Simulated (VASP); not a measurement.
A run of VASP 6.6.1 is set up as follows.

Contents of INCAR:

```
  ALGO = Fast
  EDIFF = 1E-7
  ENCUT = 520
  GGA = PS
  ISIF = 2
  ISMEAR = 0
  LASPH = True
  LCHARG = False
  LREAL = False
  LWAVE = False
  NBANDS = 12
  NELM = 80
  PREC = Accurate
  SIGMA = 0.15
```

KPOINTS

```
k-points
0
Gamma
  20 20 20
```

The input POSCAR:

```
Nb
1.0
    0.0000000000      2.1150000000      2.1361500000
    2.1150000000      0.0000000000      2.1361500000
    2.1150000000      2.1150000000      0.0000000000
Nb
1
Direct
    0.0000000000      0.0000000000      0.0000000000
```

Potentials or basis: VASP PAW PBE potentials, release 64 (Nb_sv).

Command:

```bash
$ cat potpaw_PBE.64/Nb_sv/POTCAR > POTCAR
$ mpirun -np 1 vasp_std > vasp.out
```

(1) Estimate the pressure.

Answers

(1) -8.7 GPa.

Caveat: the cell differs from its parent crystal (strain +0.0100 x Voigt [0, 0, 1, 0, 0, 0]); the PAW data sets were made with another functional, which shifts forces and pressure a little.
